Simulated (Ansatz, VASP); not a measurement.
# Two plane-wave programs on Gd

```
Gd
1.0
     3.48415    0.00000    0.00000
    -1.74208    3.01737    0.00000
     0.00000    0.00000    5.58672
Gd
2
Direct
  0.33333 0.66667 0.25000
  0.66667 0.33333 0.75000
```

Alike in both runs: task single point; functional LDA; k mesh 10 × 10 × 6; occupations methfessel-paxton of order 1, width 0.2 eV; collinear spin.

|  | VASP | Ansatz |
| --- | --- | --- |
| version | VASP 6.6.1 | Ansatz 0.2.0 |
| potentials or method | VASP PAW PBE potentials, release 64 (Gd), cutoff 520 eV | plane waves (420 eV) with PAW, scalar-relativistic |
| valence electrons in the cell | 36 | 36 |

```csv
,VASP,Ansatz,Ansatz less VASP
pressure (GPa),-0.2,-0.1,+0.06
net moment per atom (μB),7.32,7.45,+0.125
size of the moment on the site where the two differ most (μB),6.89,7.23,+0.338
```

The net moments are unlike, so the other rows may belong to different states. VASP's potentials were made for PBE, not for LDA, and Ansatz warns of the same on its side. LDA's correlation is that of Perdew and Zunger in VASP and of Perdew and Wang (1992) in Ansatz. Site moments also hang on the region over which each program counts them. Ansatz's warnings: stability check not made.

Spin-orbit coupling is off throughout.
